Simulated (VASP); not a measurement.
# NaCl (P1) in VASP: a series of runs

The runs below take NaCl through single point, with PBE.

Program: VASP 6.6.1. These are calculated values, not measurements. Logs are shortened: lines on timing, memory, paths and dates and some standing lists are left out, and cuts for length are marked.

### 1 The cell of the first run

The typed cell holds 2 atoms: a = 3.974 Å, b = 3.974 Å, c = 3.974 Å, α = 60.00°, β = 60.00°, γ = 60.00°.

### 2 Single point, PBE

Contents of INCAR:

```
PREC = Accurate
ENCUT = 500
EDIFF = 1E-6
ISMEAR = 0
SIGMA = 0.01
LREAL = F
LASPH = T
NELM = 120
ALGO = Normal
ISIF = 2
LWAVE = F
LCHARG = F
GGA = PE
NBANDS = 14
GGA_COMPAT = F
```

Contents of KPOINTS:

```
regular mesh
0
Gamma
  4 4 4
```

Contents of POSCAR:

```
NaCl
1.0
    0.0000000000      2.8100000000      2.8100000000
    2.8100000000      0.0000000000      2.8100000000
    2.8100000000      2.8100000000      0.0000000000
Na Cl
1 1
Direct
   -0.0008081191     -0.0023258183      0.0009502246
    0.5005240753      0.5015083216      0.4993837656
```

Potentials or basis: VASP PAW PBE potentials, release 64 (Na_pv, Cl).

Started as:

```sh
cat potpaw_PBE.64/Na_pv/POTCAR potpaw_PBE.64/Cl/POTCAR > POTCAR
mpirun -np 1 vasp_std > vasp.out
```

OUTCAR:

```text
PREC = Accurate
   ENCUT = 500
   EDIFF = 1E-6
   ISMEAR = 0
   LREAL = F
   LASPH = T
   NELM = 120
   ISIF = 2
   GGA = PE

 ion  position               nearest neighbor table
   1  0.999  0.998  0.001-
   2  0.501  0.502  0.499-

  LATTYP: Found a face centered cubic cell.
 ALAT       =     5.6200000000

  Lattice vectors:

 A1 = (   0.0000000000,   2.8100000000,   2.8100000000)
 A2 = (   2.8100000000,   0.0000000000,   2.8100000000)
 A3 = (   2.8100000000,   2.8100000000,   0.0000000000)

Analysis of symmetry for initial positions (statically):
=====================================================================
 Subroutine PRICEL returns:
 Original cell was already a primitive cell.

 Routine SETGRP: Setting up the symmetry group for a
 face centered cubic supercell.

 Subroutine GETGRP returns: Found  1 space group operations
 (whereof  1 operations were pure point group operations)
 out of a pool of 48 trial point group operations.

The static configuration has the point symmetry C_1 .

Analysis of symmetry for dynamics (positions and initial velocities):
=====================================================================
 Subroutine PRICEL returns:
 Original cell was already a primitive cell.

 Routine SETGRP: Setting up the symmetry group for a
 face centered cubic supercell.

 Subroutine GETGRP returns: Found  1 space group operations
 (whereof  1 operations were pure point group operations)
 out of a pool of 48 trial point group operations.

The dynamic configuration has the point symmetry C_1 .

 Subroutine INISYM returns: Found  1 space group operations
 (whereof  1 operations are pure point group operations),
 and found     1 'primitive' translations

----------------------------------------------------------------------------------------

                                     Primitive cell

  volume of cell :      44.3761

  direct lattice vectors                    reciprocal lattice vectors
     0.000000000  2.810000000  2.810000000    -0.177935943  0.177935943  0.177935943
     2.810000000  0.000000000  2.810000000     0.177935943 -0.177935943  0.177935943
     2.810000000  2.810000000  0.000000000     0.177935943  0.177935943 -0.177935943

  length of vectors
     3.973940110  3.973940110  3.973940110     0.308194094  0.308194094  0.308194094

  position of ions in fractional coordinates (direct lattice)
     0.999191881  0.997674182  0.000950225
     0.500524075  0.501508322  0.499383766

  ion indices of the primitive-cell ions
   primitive index   ion index
                 1           1
                 2           2

----------------------------------------------------------------------------------------

 KPOINTS: regular mesh

Automatic generation of k-mesh.
 Grid dimensions read from file:
 generate k-points for:    4    4    4

 Generating k-lattice:

  Cartesian coordinates                     Fractional coordinates (reciprocal lattice)
    -0.044483986  0.044483986  0.044483986     0.250000000  0.000000000  0.000000000
     0.044483986 -0.044483986  0.044483986     0.000000000  0.250000000  0.000000000
     0.044483986  0.044483986 -0.044483986     0.000000000  0.000000000  0.250000000

  Length of vectors
     0.077048523  0.077048523  0.077048523

  Shift w.r.t. Gamma in fractional coordinates (k-lattice)
     0.000000000  0.000000000  0.000000000

 Subroutine IBZKPT returns following result:
 ===========================================

 Found     36 irreducible k-points:

 Following reciprocal coordinates:
            Coordinates               Weight
  0.000000  0.000000  0.000000      1.000000
  0.250000  0.000000  0.000000      2.000000
  0.000000  0.250000  0.000000      2.000000
  0.000000  0.000000  0.250000      2.000000
  0.250000  0.250000  0.250000      2.000000
  0.500000  0.000000  0.000000      1.000000
[... 16 lines left out ...]
  0.250000  0.500000  0.500000      2.000000
  0.500000  0.000000  0.250000      2.000000
 [... further k-points ...]
   k-points           NKPTS =     36   k-points in BZ     NKDIM =     36   number of bands    NBANDS=     14
   number of dos      NEDOS =    301   number of ions     NIONS =      2
   total plane-waves  NPLWV =  27000
   dimension x,y,z NGX =    30 NGY =   30 NGZ =   30
   dimension x,y,z NGXF=    60 NGYF=   60 NGZF=   60
   ions per type =               1   1
   NGX,Y,Z   is equivalent  to a cutoff of  12.55, 12.55, 12.55 a.u.
   NGXF,Y,Z  is equivalent  to a cutoff of  25.10, 25.10, 25.10 a.u.
 SYSTEM =  unknown system
   PREC   = accura    normal or accurate (medium, high low for compatibility)
   ISTART =      0    job   : 0-new  1-cont  2-samecut
   ICHARG =      2    charge: 1-file 2-atom 10-const
   ISPIN  =      1    spin polarized calculation?
   LNONCOLLINEAR =      F non collinear calculations
   LSORBIT =      F    spin-orbit coupling
   LASPH  =      T    aspherical Exc in radial PAW
   ENCUT  =  500.0 eV  36.75 Ry    6.06 a.u.   7.25  7.25  7.25*2*pi/ulx,y,z
   NELM   =    120;   NELMIN=  2; NELMDL= -5     # of ELM steps
   EDIFF  = 0.1E-05   stopping-criterion for ELM
   LREAL  =      F    real-space projection
   EDIFFG = 0.1E-04   stopping-criterion for IOM
   NSW    =      0    number of steps for IOM
   IBRION =     -1    ionic relax: 0-MD 1-quasi-New 2-CG
   NFREE  =      0    steps in history (QN), initial steepest desc. (CG)
   ISIF   =      2    stress and relaxation
   ISYM   =      2    0-nonsym 1-usesym 2-fastsym
   POTIM  = 0.5000    time-step for ionic-motion
   TEBEG  =    0.0;   TEEND  =   0.0 temperature during run
   PSTRESS=    0.0 pullay stress
   NELECT =      14.0000    total number of electrons
   NUPDOWN=      -1.0000    fix difference up-down
   EMIN   =  10.00;   EMAX   =-10.00  energy-range for DOS
   EFERMI =   0.00;   METHOD = LEGACY
   ISMEAR =     0;   SIGMA  =   0.01  broadening in eV -4-tet -1-fermi 0-gaus
   EFERMI_NEDOS =   21; number of points for ismear=-14 and -15
   IALGO  =     38    algorithm
   IMIX   =      4    mixing-type and parameters
     AMIX     =   0.40;   BMIX     =  1.00
     AMIX_MAG =   1.60;   BMIX_MAG =  1.00
  volume/ion in A,a.u.               =      22.19       149.73
  Fermi-wavevector in a.u.,A,eV,Ry     =   1.114469  2.106040 16.898985  1.242040
  Thomas-Fermi vector in A             =   2.251064
   LORBIT       =      0    0 simple, 1 ext, 2 COOP (PROOUT), +10 PAW based schemes
   GGA     = PE    functional components
   LHFCALC =     F    Hartree Fock is set to
   AEXX    =    0.0000 exact exchange contribution
   IVDW    =     0    specifies the selected vdW correction
   LEPSILON=     F    determine dielectric tensor
   LRPA    =     F    only Hartree local field effects (RPA)
 non-spin polarized calculation
 Gauss-broadening in eV      SIGMA  =   0.01
  energy-cutoff  :      500.00
  volume of cell :       44.38
 maximum number of plane-waves:      1158
 NGX is ok and might be reduce to    30
   NGX = 15   NGY = 15   NGZ = 15

 number of electron      14.0000000 magnetization

 Free energy of the ion-electron system (eV)
  ---------------------------------------------------
  ext. energy  EPLUGINS =         0.00000000
  ---------------------------------------------------
  free energy    TOTEN  =        -6.76975533 eV

  energy without entropy =       -6.76975533  energy(sigma->0) =       -6.76975533

 E-fermi :  -0.6121     XC(G=0):  -8.2111

 val. band max:       -0.6672115831   @ k =   0.0000   0.0000   0.0000
 cond. band min:       4.4798578950   @ k =   0.0000   0.0000   0.0000
 fundamental gap:      5.1470694782
 Fermi energy:        -0.6120665770

 k-point     1 :       0.0000    0.0000    0.0000
  band No.  band energies     occupation
      1     -21.4689      2.00000
      2     -21.4688      2.00000
      3     -21.4688      2.00000
      4     -13.3502      2.00000
      5      -0.6673      2.00000
      6      -0.6672      2.00000
      7      -0.6672      2.00000
      8       4.4799      0.00000
      9      10.4627      0.00000
     10      10.4628      0.00000
     11      10.4629      0.00000
     12      12.6374      0.00000
     13      12.6378      0.00000
     14      14.2620      0.00000

 k-point     2 :       0.2500    0.0000    0.0000
  band No.  band energies     occupation
      1     -21.4843      2.00000
      2     -21.4700      2.00000
      3     -21.4700      2.00000
      4     -13.1814      2.00000
      5      -1.7813      2.00000
      6      -0.8061      2.00000
      7      -0.8061      2.00000
      8       5.9573      0.00000
      9       9.3722      0.00000
     10      10.7517      0.00000
     11      10.7519      0.00000
     12      12.5986      0.00000
     13      12.5991      0.00000
     14      15.0327      0.00000

 k-point     3 :       0.0000    0.2500    0.0000
  band No.  band energies     occupation
      1     -21.4843      2.00000
      2     -21.4700      2.00000
      3     -21.4700      2.00000
      4     -13.1814      2.00000
      5      -1.7813      2.00000
      6      -0.8062      2.00000
      7      -0.8061      2.00000
      8       5.9573      0.00000
      9       9.3723      0.00000
     10      10.7517      0.00000
     11      10.7518      0.00000
     12      12.5987      0.00000
     13      12.5989      0.00000
     14      15.0331      0.00000

 k-point     4 :       0.0000    0.0000    0.2500
  band No.  band energies     occupation
      1     -21.4843      2.00000
      2     -21.4700      2.00000
      3     -21.4700      2.00000
      4     -13.1814      2.00000
      5      -1.7813      2.00000
      6      -0.8061      2.00000
      7      -0.8061      2.00000
      8       5.9573      0.00000
      9       9.3722      0.00000
     10      10.7517      0.00000
     11      10.7519      0.00000
     12      12.5986      0.00000
     13      12.5991      0.00000
     14      15.0328      0.00000

 k-point     5 :       0.2500    0.2500    0.2500
  band No.  band energies     occupation
      1     -21.4843      2.00000
      2     -21.4700      2.00000
      3     -21.4700      2.00000
      4     -13.1814      2.00000
      5      -1.7813      2.00000
      6      -0.8062      2.00000
      7      -0.8061      2.00000
      8       5.9573      0.00000
      9       9.3723      0.00000
     10      10.7517      0.00000
     11      10.7518      0.00000
[... 276 lines left out ...]
 k-point    22 :      -0.2500    0.2500   -0.2500
  band No.  band energies     occupation
      1     -21.4912      2.00000
      2     -21.4777      2.00000
      3     -21.4742      2.00000
      4     -12.9791      2.00000
      5      -2.2622      2.00000
      6      -1.4452      2.00000
      7      -1.1115      2.00000
      8       7.5312      0.00000
      9       8.6403      0.00000
     10       9.5275      0.00000
     11      11.5971      0.00000
     12      13.4378      0.00000
     13      15.6304      0.00000
     14      16.4630      0.00000

 k-point    23 :       0.2500    0.5000    0.5000
  band No.  band energies     occupation
      1     -21.4912      2.00000
      2     -21.4777      2.00000
      3     -21.4742      2.00000
      4     -12.9791      2.00000
      5      -2.2622      2.00000
      6      -1.4453      2.00000
      7      -1.1114      2.00000
      8       7.5311      0.00000
      9       8.6403      0.00000
     10       9.5276      0.00000
     11      11.5973      0.00000
     12      13.4376      0.00000
     13      15.6304      0.00000
     14      16.4629      0.00000

 k-point    24 :       0.5000    0.0000    0.2500
  band No.  band energies     occupation
      1     -21.4912      2.00000
      2     -21.4777      2.00000
      3     -21.4742      2.00000
      4     -12.9791      2.00000
      5      -2.2622      2.00000
      6      -1.4453      2.00000
      7      -1.1114      2.00000
      8       7.5311      0.00000
      9       8.6403      0.00000
     10       9.5275      0.00000
     11      11.5975      0.00000
     12      13.4375      0.00000
     13      15.6304      0.00000
     14      16.4628      0.00000

 [... further k-points ...]
[... 5 lines left out ...]
  --------------------------------------------------------------------------------------
  -------------------------------------------------------------------------------------
  Total        0.2806903      0.2802550      0.2826813     -0.0000005      0.0000107     -0.0001780
  in kB       10.1341899     10.1184745     10.2060726     -0.0000171      0.0003849     -0.0064274
  external PRESSURE =      10.1529123 kB  Pullay stress =       0.0000000 kB

 VOLUME and BASIS-vectors are now :
 -----------------------------------------------------------------------------
  energy-cutoff  :      500.00
  volume of cell :       44.38
      direct lattice vectors                 reciprocal lattice vectors
     0.000000000  2.810000000  2.810000000    -0.177935943  0.177935943  0.177935943
     2.810000000  0.000000000  2.810000000     0.177935943 -0.177935943  0.177935943
     2.810000000  2.810000000  0.000000000     0.177935943  0.177935943 -0.177935943

 POSITION                                       TOTAL-FORCE (eV/Angst)
 -----------------------------------------------------------------------------------
      2.80613      2.81040      5.61119         0.009214     -0.000940      0.021048
      2.81251      2.80974      2.81571        -0.009214      0.000940     -0.021048
 -----------------------------------------------------------------------------------
    total drift:                                0.000014     -0.000024      0.000099

  FREE ENERGIE OF THE ION-ELECTRON SYSTEM (eV)
  ---------------------------------------------------
  free  energy   TOTEN  =        -6.7697553279 eV

  energy  without entropy=       -6.7697553279  energy(sigma->0) =       -6.76975533
```

It took 18 s on 1 thread of Intel Xeon Platinum 8488C (Sapphire Rapids), shared host; peak memory 0.16 GiB.

What came out:

```yaml
Free_energy: -6.7698 eV
Pressure: 1.0 GPa
Largest_force: 0.023 eV/Å
Band_gap_on_the_k_mesh: 5.15 eV, direct
```

Forces in eV/Å, atoms in the order of the input:
```
Na   0.009 -0.001  0.021
Cl  -0.009  0.001 -0.021
```

Levels at points of the mesh, in eV from the valence-band top:
| k point | band 4 | band 5 | band 6 | band 7 | band 8 | band 9 | band 10 | band 11 |
| --- | --- | --- | --- | --- | --- | --- | --- | --- |
| (0.00, 0.00, 0.00) | -12.68 | 0.00 | 0.00 | 0.00 | 5.15 | 11.13 | 11.13 | 11.13 |
| (0.50, 0.00, 0.00) | -12.34 | -1.96 | -0.27 | -0.27 | 7.29 | 10.71 | 11.00 | 11.00 |
| (0.00, 0.50, 0.00) | -12.34 | -1.96 | -0.27 | -0.27 | 7.29 | 10.71 | 11.00 | 11.00 |
| (0.00, 0.00, 0.50) | -12.34 | -1.96 | -0.27 | -0.27 | 7.29 | 10.71 | 11.00 | 11.00 |
| (0.50, 0.50, 0.50) | -12.34 | -1.96 | -0.27 | -0.27 | 7.29 | 10.71 | 11.00 | 11.00 |
| (0.50, 0.50, 0.00) | -12.29 | -1.69 | -0.61 | -0.61 | 7.56 | 8.07 | 11.40 | 14.87 |
| (0.00, 0.50, 0.50) | -12.29 | -1.69 | -0.61 | -0.61 | 7.56 | 8.07 | 11.40 | 14.87 |
| (0.50, 0.00, 0.50) | -12.29 | -1.69 | -0.61 | -0.61 | 7.56 | 8.07 | 11.40 | 14.87 |

Caveat: the k points lie up to 0.48 Å⁻¹ apart.

### 3 Single point, PBE

Contents of INCAR:

```
SYSTEM = NaCl
ALGO     = Normal         ! electronic algorithm
EDIFF    = 1E-6           ! SCF threshold, eV
ENCUT    = 500            ! plane-wave cutoff, eV
GGA      = PE             ! functional
GGA_COMPAT= .False.      
ISIF     = 2              ! what is computed and relaxed
ISMEAR   = 0              ! smearing method
LASPH    = .True.         ! aspherical terms in the spheres
LCHARG   = .False.        ! write CHGCAR
LREAL    = .False.        ! projectors in reciprocal space
LWAVE    = .False.        ! write WAVECAR
NBANDS   = 14             ! bands
NELM     = 120            ! most SCF steps
PREC     = Accurate       ! precision mode
SIGMA    = 0.01           ! smearing width, eV
```

Contents of KPOINTS:

```
k-points
0
Gamma
  4 4 4
  0 0 0
```

Contents of POSCAR:

```
NaCl
1.0
    0.0000000000      2.8100000000      2.8100000000
    2.8100000000      0.0000000000      2.8100000000
    2.8100000000      2.8100000000      0.0000000000
Na Cl
1 1
Direct
   -0.0009422954     -0.0027119882      0.0011079952
    0.5006110904      0.5017587573      0.4992814486
```

Potentials or basis: VASP PAW PBE potentials, release 64 (Na_pv, Cl).

Started as:

```sh
cat potpaw_PBE.64/Na_pv/POTCAR potpaw_PBE.64/Cl/POTCAR > POTCAR
mpirun -np 1 vasp_std > vasp.out
```

Run time: 17 s. Hardware: 1 thread of Intel Xeon Platinum 8488C (Sapphire Rapids), shared host; peak memory 0.16 GiB.

It converged, with:

```
Free energy            : -6.7697 eV
Pressure               : 1.0 GPa
Largest force          : 0.027 eV/Å
Band gap on the k mesh : 5.15 eV, direct
```

Forces in eV/Å, atoms in the order of the input:
```
Na   0.011 -0.001  0.025
Cl  -0.011  0.001 -0.025
```

Levels at points of the mesh, in eV from the valence-band top:
```
           k point  band 4  band 5  band 6  band 7  band 8  band 9  band 10  band 11
(0.00, 0.00, 0.00)  -12.68    0.00    0.00    0.00    5.15   11.13    11.13    11.13
(0.50, 0.00, 0.00)  -12.34   -1.96   -0.27   -0.27    7.29   10.71    11.00    11.00
(0.00, 0.50, 0.00)  -12.34   -1.96   -0.27   -0.27    7.29   10.71    11.00    11.00
(0.00, 0.00, 0.50)  -12.34   -1.96   -0.27   -0.27    7.29   10.71    11.00    11.00
(0.50, 0.50, 0.50)  -12.34   -1.96   -0.27   -0.27    7.29   10.71    11.00    11.00
(0.50, 0.50, 0.00)  -12.29   -1.69   -0.61   -0.61    7.56    8.07    11.40    14.87
(0.00, 0.50, 0.50)  -12.29   -1.69   -0.61   -0.61    7.56    8.07    11.40    14.87
(0.50, 0.00, 0.50)  -12.29   -1.69   -0.61   -0.61    7.56    8.07    11.40    14.87
```

Caveat: the k points lie up to 0.48 Å⁻¹ apart.

### 4 Single point, PBE

Contents of INCAR:

```
PREC     = Accurate       # precision mode
ENCUT    = 500            # plane-wave cutoff, eV
EDIFF    = 1E-6           # SCF threshold, eV
ISMEAR   = 0              # smearing method
SIGMA    = 0.01           # smearing width, eV
LREAL    = F              # projectors in reciprocal space
LASPH    = T              # aspherical terms in the spheres
NELM     = 120            # most SCF steps
ALGO     = Normal         # electronic algorithm
ISIF     = 2              # what is computed and relaxed
LWAVE    = F              # write WAVECAR
LCHARG   = F              # write CHGCAR
GGA      = PE             # functional
NBANDS   = 14             # bands
GGA_COMPAT= F
```

Contents of KPOINTS:

```
Automatic mesh
0
Gamma
  4 4 4
```

Contents of POSCAR:

```
NaCl
1.0
    0.0000000000      2.8100000000      2.8100000000
    2.8100000000      0.0000000000      2.8100000000
    2.8100000000      2.8100000000      0.0000000000
Na Cl
1 1
Direct
   -0.0010762362     -0.0030974817      0.0012654890
    0.5006979527      0.5020087543      0.4991793111
```

Started as:

```sh
cat potpaw_PBE.64/Na_pv/POTCAR potpaw_PBE.64/Cl/POTCAR > POTCAR
mpirun -np 1 vasp_std > vasp.out
```

Wall time 18 s (1 thread of Intel Xeon Platinum 8488C (Sapphire Rapids), shared host); peak memory 0.16 GiB.

The run converged. Its results:

```yaml
Free_energy: -6.7696 eV
Pressure: 1.0 GPa
Largest_force: 0.031 eV/Å
Band_gap_on_the_k_mesh: 5.15 eV, direct
```

Forces on the atoms (eV/Å):
```
Na   0.012 -0.001  0.028
Cl  -0.012  0.001 -0.028
```

Levels at points of the mesh, in eV from the valence-band top:
| k point | band 3 | band 4 | band 5 | band 6 | band 7 | band 8 | band 9 | band 10 | band 11 | band 12 |
| --- | --- | --- | --- | --- | --- | --- | --- | --- | --- | --- |
| (0.00, 0.00, 0.00) | -20.80 | -12.68 | 0.00 | 0.00 | 0.00 | 5.15 | 11.13 | 11.13 | 11.13 | 13.30 |
| (0.50, 0.00, 0.00) | -20.80 | -12.34 | -1.96 | -0.27 | -0.27 | 7.29 | 10.71 | 11.00 | 11.00 | 15.05 |
| (0.00, 0.50, 0.00) | -20.80 | -12.34 | -1.96 | -0.27 | -0.27 | 7.29 | 10.71 | 11.00 | 11.00 | 15.06 |
| (0.00, 0.00, 0.50) | -20.80 | -12.34 | -1.96 | -0.27 | -0.27 | 7.29 | 10.71 | 11.00 | 11.00 | 15.05 |
| (0.50, 0.50, 0.50) | -20.80 | -12.34 | -1.96 | -0.27 | -0.27 | 7.29 | 10.71 | 11.00 | 11.00 | 15.05 |
| (0.50, 0.50, 0.00) | -20.81 | -12.29 | -1.69 | -0.61 | -0.61 | 7.56 | 8.07 | 11.40 | 14.87 | 14.87 |
| (0.00, 0.50, 0.50) | -20.81 | -12.29 | -1.69 | -0.61 | -0.61 | 7.56 | 8.07 | 11.40 | 14.87 | 14.87 |
| (0.50, 0.00, 0.50) | -20.81 | -12.29 | -1.69 | -0.61 | -0.61 | 7.56 | 8.07 | 11.40 | 14.87 | 14.87 |

Caveat: the k points lie up to 0.48 Å⁻¹ apart.
